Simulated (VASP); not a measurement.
# Ru (P6_3/mmc) in VASP: further runs, part 2 of 3

VASP 6.6.1. Earlier steps stand in the parts before.

## (3) Single point, r2SCAN (13.49 Å³/atom)

This run uses another cell than the first one, of 13.49 Å³/atom.

POSCAR

```
Ru
1.0
    2.7021037961      0.0000000000      0.0000000000
   -1.3510518980      2.3400905311      0.0000000000
    0.0000000000      0.0000000000      4.2667117771
Ru
2
Direct
    0.3333333333      0.6666666667      0.7500000000
    0.6666666667      0.3333333333      0.2500000000
```

INCAR.step1

```
PREC     = Accurate       # precision mode
ENCUT    = 520            # plane-wave cutoff, eV
ISMEAR   = 0              # smearing method
SIGMA    = 0.05           # smearing width, eV
LREAL    = F              # projectors in reciprocal space
LASPH    = T              # aspherical terms in the spheres
NELM     = 100            # most SCF steps
NBANDS   = 21             # bands
GGA      = PE             # functional
ALGO     = Normal         # electronic algorithm
EDIFF    = 1E-4           # SCF threshold, eV
LWAVE    = T              # write WAVECAR
LCHARG   = F              # write CHGCAR
```

INCAR.step2

```
PREC     = Accurate       # precision mode
ENCUT    = 520            # plane-wave cutoff, eV
EDIFF    = 1E-7           # SCF threshold, eV
ISMEAR   = 0              # smearing method
SIGMA    = 0.05           # smearing width, eV
LREAL    = F              # projectors in reciprocal space
LASPH    = T              # aspherical terms in the spheres
NELM     = 100            # most SCF steps
ALGO     = Normal         # electronic algorithm
ISIF     = 2              # what is computed and relaxed
LWAVE    = F              # write WAVECAR
LCHARG   = T              # write CHGCAR
METAGGA  = R2SCAN         # meta-GGA
LMIXTAU  = T            
LELF     = T              # ELF
LVHAR    = T            
NBANDS   = 21             # bands
ISTART   = 1
```

KPOINTS

```
Automatic mesh
0
Gamma
  18 18 10
```

Potentials or basis: VASP PAW PBE potentials, release 64 (Ru_pv).

On the command line:

```sh
cat potpaw_PBE.64/Ru_pv/POTCAR > POTCAR
cp INCAR.step1 INCAR
mpirun -np 1 vasp_std > vasp.out
cp INCAR.step2 INCAR
mpirun -np 1 vasp_std > vasp.out
```

OUTCAR:

```text
PREC = Accurate
   ENCUT = 520
   EDIFF = 1E-7
   ISMEAR = 0
   LREAL = F
   LASPH = T
   NELM = 100
   ISIF = 2
   METAGGA = R2SCAN
   ISTART = 1

 ion  position               nearest neighbor table
   1  0.333  0.667  0.750-   2 2.64   2 2.64   2 2.64   2 2.64   2 2.64   2 2.64
   2  0.667  0.333  0.250-   1 2.64   1 2.64   1 2.64   1 2.64   1 2.64   1 2.64

  LATTYP: Found a hexagonal cell.
 ALAT       =     2.7021037961
 C/A-ratio  =     1.5790332641

  Lattice vectors:

 A1 = (   2.7021037961,   0.0000000000,   0.0000000000)
 A2 = (  -1.3510518980,   2.3400905311,   0.0000000000)
 A3 = (   0.0000000000,   0.0000000000,   4.2667117771)

Analysis of symmetry for initial positions (statically):
=====================================================================
 Subroutine PRICEL returns:
 Original cell was already a primitive cell.

 Routine SETGRP: Setting up the symmetry group for a
 hexagonal supercell.

 Subroutine GETGRP returns: Found 24 space group operations
 (whereof 12 operations were pure point group operations)
 out of a pool of 24 trial point group operations.

The static configuration has the point symmetry D_3d.
 The point group associated with its full space group is D_6h.

Analysis of symmetry for dynamics (positions and initial velocities):
=====================================================================
 Subroutine PRICEL returns:
 Original cell was already a primitive cell.

 Routine SETGRP: Setting up the symmetry group for a
 hexagonal supercell.

 Subroutine GETGRP returns: Found 24 space group operations
 (whereof 12 operations were pure point group operations)
 out of a pool of 24 trial point group operations.

The dynamic configuration has the point symmetry D_3d.
 The point group associated with its full space group is D_6h.

 Subroutine INISYM returns: Found 24 space group operations
 (whereof 12 operations are pure point group operations),
 and found     1 'primitive' translations

----------------------------------------------------------------------------------------

                                     Primitive cell

  volume of cell :      26.9791

  direct lattice vectors                    reciprocal lattice vectors
     2.702103796  0.000000000  0.000000000     0.370082008  0.213666947  0.000000000
    -1.351051898  2.340090531  0.000000000     0.000000000  0.427333894  0.000000000
     0.000000000  0.000000000  4.266711777     0.000000000  0.000000000  0.234372522

  length of vectors
     2.702103796  2.702103796  4.266711777     0.427333894  0.427333894  0.234372522

  position of ions in fractional coordinates (direct lattice)
     0.333333333  0.666666667  0.750000000
     0.666666667  0.333333333  0.250000000

  ion indices of the primitive-cell ions
   primitive index   ion index
                 1           1
                 2           2

----------------------------------------------------------------------------------------

 KPOINTS: Automatic mesh

Automatic generation of k-mesh.
 Grid dimensions read from file:
 generate k-points for:   18   18   10

 Generating k-lattice:

  Cartesian coordinates                     Fractional coordinates (reciprocal lattice)
     0.020560112  0.011870386  0.000000000     0.055555556  0.000000000  0.000000000
     0.000000000  0.023740772  0.000000000     0.000000000  0.055555556  0.000000000
     0.000000000  0.000000000  0.023437252     0.000000000  0.000000000  0.100000000

  Length of vectors
     0.023740772  0.023740772  0.023437252

  Shift w.r.t. Gamma in fractional coordinates (k-lattice)
     0.000000000  0.000000000  0.000000000

 Subroutine IBZKPT returns following result:
 ===========================================

 Found    222 irreducible k-points:

 Following reciprocal coordinates:
            Coordinates               Weight
  0.000000  0.000000  0.000000      1.000000
  0.055556 -0.000000  0.000000      6.000000
  0.111111 -0.000000  0.000000      6.000000
  0.166667 -0.000000  0.000000      6.000000
  0.222222 -0.000000  0.000000      6.000000
  0.277778 -0.000000  0.000000      6.000000
[... 16 lines left out ...]
  0.333333  0.111111  0.000000     12.000000
  0.388889  0.111111  0.000000     12.000000
 [... further k-points ...]
   k-points           NKPTS =    222   k-points in BZ     NKDIM =    222   number of bands    NBANDS=     21
   number of dos      NEDOS =    301   number of ions     NIONS =      2
   total plane-waves  NPLWV =  12800
   dimension x,y,z NGX =    20 NGY =   20 NGZ =   32
   dimension x,y,z NGXF=    40 NGYF=   40 NGZF=   64
   ions per type =               2
   NGX,Y,Z   is equivalent  to a cutoff of  12.30, 12.30, 12.47 a.u.
   NGXF,Y,Z  is equivalent  to a cutoff of  24.61, 24.61, 24.94 a.u.
 SYSTEM =  unknown system
   PREC   = accura    normal or accurate (medium, high low for compatibility)
   ISTART =      1    job   : 0-new  1-cont  2-samecut
   ICHARG =      0    charge: 1-file 2-atom 10-const
   ISPIN  =      1    spin polarized calculation?
   LNONCOLLINEAR =      F non collinear calculations
   LSORBIT =      F    spin-orbit coupling
   LASPH  =      T    aspherical Exc in radial PAW
   ENCUT  =  520.0 eV  38.22 Ry    6.18 a.u.   5.02  5.02  7.93*2*pi/ulx,y,z
   NELM   =    100;   NELMIN=  2; NELMDL=  0     # of ELM steps
   EDIFF  = 0.1E-06   stopping-criterion for ELM
   LREAL  =      F    real-space projection
   EDIFFG = 0.1E-05   stopping-criterion for IOM
   NSW    =      0    number of steps for IOM
   IBRION =     -1    ionic relax: 0-MD 1-quasi-New 2-CG
   NFREE  =      0    steps in history (QN), initial steepest desc. (CG)
   ISIF   =      2    stress and relaxation
   ISYM   =      2    0-nonsym 1-usesym 2-fastsym
   POTIM  = 0.5000    time-step for ionic-motion
   TEBEG  =    0.0;   TEEND  =   0.0 temperature during run
   PSTRESS=    0.0 pullay stress
   NELECT =      28.0000    total number of electrons
   NUPDOWN=      -1.0000    fix difference up-down
   EMIN   =  10.00;   EMAX   =-10.00  energy-range for DOS
   EFERMI =   0.00;   METHOD = LEGACY
   ISMEAR =     0;   SIGMA  =   0.05  broadening in eV -4-tet -1-fermi 0-gaus
   EFERMI_NEDOS =   21; number of points for ismear=-14 and -15
   IALGO  =     38    algorithm
   IMIX   =      4    mixing-type and parameters
     AMIX     =   0.40;   BMIX     =  1.00
     AMIX_MAG =   1.60;   BMIX_MAG =  1.00
  volume/ion in A,a.u.               =      13.49        91.03
  Fermi-wavevector in a.u.,A,eV,Ry     =   1.657492  3.132206 37.379022  2.747281
  Thomas-Fermi vector in A             =   2.745236
   LORBIT       =      0    0 simple, 1 ext, 2 COOP (PROOUT), +10 PAW based schemes
   METAGGA = R2SCAN    functional components
   LHFCALC =     F    Hartree Fock is set to
   AEXX    =    0.0000 exact exchange contribution
   IVDW    =     0    specifies the selected vdW correction
   LEPSILON=     F    determine dielectric tensor
   LRPA    =     F    only Hartree local field effects (RPA)
 non-spin polarized calculation
 Gauss-broadening in eV      SIGMA  =   0.05
  energy-cutoff  :      520.00
  volume of cell :       26.98
 maximum number of plane-waves:       744
 NGX is ok and might be reduce to    20
   NGX =  9   NGY =  9   NGZ = 15

 number of electron      28.0000004 magnetization

 Free energy of the ion-electron system (eV)
  ---------------------------------------------------
  ext. energy  EPLUGINS =         0.00000000
  ---------------------------------------------------
  free energy    TOTEN  =       -50.85545949 eV

  energy without entropy =      -50.85295597  energy(sigma->0) =      -50.85420773

 E-fermi :  12.8346     XC(G=0): -15.4527

 val. band max:       12.8280903396   @ k =   0.1667  -0.0000   0.4000
 cond. band min:      12.8369927746   @ k =   0.4444   0.1111   0.5000
 fundamental gap:      0.0089024350
 Fermi energy:        12.8346166878

 k-point     1 :       0.0000    0.0000    0.0000
  band No.  band energies     occupation
      1     -32.2668      2.00000
      2     -31.2388      2.00000
      3     -31.2388      2.00000
      4     -31.0501      2.00000
      5     -31.0501      2.00000
      6     -31.0015      2.00000
[... 13 lines left out ...]
     20      21.2585      0.00000
     21      23.7916      0.00000

 k-point     2 :       0.0556   -0.0000    0.0000
  band No.  band energies     occupation
      1     -32.2552      2.00000
      2     -31.2635      2.00000
      3     -31.2472      2.00000
      4     -31.0760      2.00000
      5     -31.0534      2.00000
      6     -31.0069      2.00000
[... 520 lines left out ...]
 k-point    24 :       0.3889    0.1111    0.0000
  band No.  band energies     occupation
      1     -32.0065      2.00000
      2     -31.8029      2.00000
      3     -31.7365      2.00000
      4     -31.5320      2.00000
      5     -31.3229      2.00000
      6     -31.2380      2.00000
[... 13 lines left out ...]
     20      21.2585      0.00000
     21      24.6516      0.00000

 [... further k-points ...]
[... 5 lines left out ...]
  --------------------------------------------------------------------------------------
  -------------------------------------------------------------------------------------
  Total        0.2447321      0.2447321      0.2737027      0.0000000      0.0000000     -0.0000000
  in kB       14.5336097     14.5336097     16.2540544      0.0000000      0.0000000     -0.0000000
  external PRESSURE =      15.1070912 kB  Pullay stress =       0.0000000 kB

 VOLUME and BASIS-vectors are now :
 -----------------------------------------------------------------------------
  energy-cutoff  :      520.00
  volume of cell :       26.98
      direct lattice vectors                 reciprocal lattice vectors
     2.702103796  0.000000000  0.000000000     0.370082008  0.213666947  0.000000000
    -1.351051898  2.340090531  0.000000000     0.000000000  0.427333894  0.000000000
     0.000000000  0.000000000  4.266711777     0.000000000  0.000000000  0.234372522

 POSITION                                       TOTAL-FORCE (eV/Angst)
 -----------------------------------------------------------------------------------
     -0.00000      1.56006      3.20003         0.000000     -0.000000      0.000000
      1.35105      0.78003      1.06668        -0.000000      0.000000      0.000000
 -----------------------------------------------------------------------------------
    total drift:                                0.000000     -0.000000      0.000000

  FREE ENERGIE OF THE ION-ELECTRON SYSTEM (eV)
  ---------------------------------------------------
  free  energy   TOTEN  =       -50.8554594858 eV

  energy  without entropy=      -50.8529559687  energy(sigma->0) =      -50.85420773
```

Wall time 5.1 min (1 thread of Intel Xeon Platinum 8259CL at 2.50GHz (Skylake/Cascade Lake), shared host); peak memory 0.22 GiB.

Results:

```yaml
Free_energy: -50.8555 eV
Pressure: 1.5 GPa
Band_gap_on_the_k_mesh: zero (bands 14 and 15 overlap by 3.29 eV)
```

Caveat: the PAW data sets were made with another functional, which shifts forces and pressure a little.

## (4) Single point, r2SCAN

This run uses another cell than the first one, of 13.49 Å³/atom.

POSCAR is that of step 3.

INCAR.step1

```
SYSTEM = Ru
PREC = Accurate
ENCUT = 520
ISMEAR = 0
SIGMA = 0.05
LREAL = .False.
LASPH = .True.
NELM = 100
NBANDS = 21
GGA = PE
ALGO = Normal
EDIFF = 1E-4
LWAVE = .True.
LCHARG = .False.
```

INCAR.step2

```
SYSTEM = Ru
PREC = Accurate
ENCUT = 520
EDIFF = 1E-6
ISMEAR = 0
SIGMA = 0.05
LREAL = .False.
LASPH = .True.
NELM = 100
ALGO = Normal
ISIF = 2
LWAVE = .False.
LCHARG = .False.
METAGGA = R2SCAN
LMIXTAU = .True.
NBANDS = 21
ISTART = 1
```

KPOINTS

```
regular mesh
0
Gamma
  18 18 10
  0 0 0
```

On the command line:

```sh
cat potpaw_PBE.64/Ru_pv/POTCAR > POTCAR
cp INCAR.step1 INCAR
mpirun -np 1 vasp_std > vasp.out
cp INCAR.step2 INCAR
mpirun -np 1 vasp_std > vasp.out
```

It took 4.9 min on 1 thread of Intel Xeon Platinum 8259CL at 2.50GHz (Skylake/Cascade Lake), shared host; peak memory 0.22 GiB.

The run converged. Its results:

- Free energy: -50.8555 eV
- Pressure: 1.5 GPa
- Band gap on the k mesh: zero (bands 14 and 15 overlap by 3.29 eV)

Stress tensor (GPa, compression positive):
```
1.45 0.00 0.00
0.00 1.45 0.00
0.00 0.00 1.63
```

Levels at points of the mesh, in eV from the Fermi level:
```csv
k point,band 12,band 13,band 14,band 15,band 16,band 17
"(0.00, 0.00, 0.00)",-2.00,-2.00,-1.48,-1.48,1.26,1.26
"(0.50, 0.00, 0.00)",-1.88,-1.57,1.50,1.94,2.03,4.28
"(0.00, 0.00, 0.50)",-2.90,-2.82,-2.82,0.58,0.58,0.58
"(0.50, 0.00, 0.50)",-1.11,0.48,0.48,1.77,1.77,3.58
```

Caveat: the PAW data sets were made with another functional, which shifts forces and pressure a little.

(Part 2 of 3 ends here.)
